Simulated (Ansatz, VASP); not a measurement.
**Two plane-wave programs on SiC**

```
Si C
1.0
     3.20570    0.00000    0.00000
    -1.60285    2.77622    0.00000
     0.00000    0.00000    5.47566
Si C
2 2
Direct
  0.33333 0.66667 0.00431
  0.66667 0.33333 0.50431
  0.33333 0.66667 0.38069
  0.66667 0.33333 0.88069
```

Alike in both runs: functional PBE; k mesh 12 × 12 × 6; occupations gaussian, width 0.05 eV; no spin polarisation.

Ansatz relaxed the structure, and its values are those at the end. VASP's run is a single point on that final structure, the one shown.

|  | VASP | Ansatz |
| --- | --- | --- |
| version | VASP 6.6.1 | Ansatz 0.2.0 |
| potentials or method | VASP PAW PBE potentials, release 64 (Si, C), cutoff 520 eV | scalar-relativistic, plane waves, PAW |
| valence electrons in the cell | 16 | 16 |

Ansatz gave:

| Property | Result |
| --- | --- |
| gap on the k mesh at the Fermi level (eV) | 2.46 |
| least direct gap on the mesh (eV) | 3.90 |
| pressure (GPa) | -23.1 |

Question: What did VASP give for the same quantities?

Answer: gap on the k mesh at the Fermi level (eV): 2.45; least direct gap on the mesh (eV): 3.91; pressure (GPa): -23.1.

Ansatz's warnings: stress scf threshold loose.
